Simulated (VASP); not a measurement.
Set up this calculation in VASP 6.6.1, as the native input.

```yaml
Task: single point
Functional: PBE
Dispersion: D3(BJ)
Potentials_or_basis: VASP PAW PBE potentials, release 64 (Zr_sv, B)
Cutoff: 500 eV
k_mesh: 8 × 8 × 8
Occupations: gaussian, width 0.05 eV
Spin: no spin polarisation
Dipole_correction: no
Further_INCAR_settings: ALGO = Normal; EDIFF = 1e-06; NBANDS = 14
```

The structure of ZrB lies in POSCAR:

```
ZrB
1.0
    0.0000000000      2.3977140414      2.3977140414
    2.3977140414      0.0000000000      2.3977140414
    2.3977140414      2.3977140414      0.0000000000
Zr B
1 1
Direct
    0.5000000000      0.5000000000      0.5000000000
    0.0000000000      0.0000000000      0.0000000000
```

One way to write it, as run:

INCAR

```
PREC     = Accurate       # precision mode
ENCUT    = 500            # plane-wave cutoff, eV
EDIFF    = 1E-6           # SCF threshold, eV
ISMEAR   = 0              # smearing method
SIGMA    = 0.05           # smearing width, eV
LREAL    = False          # projectors in reciprocal space
LASPH    = True           # aspherical terms in the spheres
NELM     = 120            # most SCF steps
ALGO     = Normal         # electronic algorithm
ISIF     = 2              # what is computed and relaxed
LWAVE    = False          # write WAVECAR
LCHARG   = True           # write CHGCAR
GGA      = PE             # functional
IVDW     = 12             # dispersion correction
LELF     = True           # ELF
LVHAR    = True         
NBANDS   = 14             # bands
GGA_COMPAT= False
```

KPOINTS

```
regular mesh
0
Gamma
  8 8 8
```

Potentials or basis: VASP PAW PBE potentials, release 64 (Zr_sv, B).

Launch:

```console
$ cat potpaw_PBE.64/Zr_sv/POTCAR potpaw_PBE.64/B/POTCAR > POTCAR
$ mpirun -np 1 vasp_std > vasp.out
```

Results of the run:

| Item | Value |
| --- | --- |
| Pressure | 7.6 GPa |
| Band gap on the k mesh | zero (an odd number of electrons rules out a gap without spin polarisation) |
| Dispersion energy per atom | -0.409 eV |

Caveat: the cell stands under pressure.

Wall time 25 s on 1 thread of Intel(R) Xeon(R) Platinum 8259CL CPU @ 2.50GHz (Skylake/Cascade Lake) (shared host), peak memory 0.16 GiB.
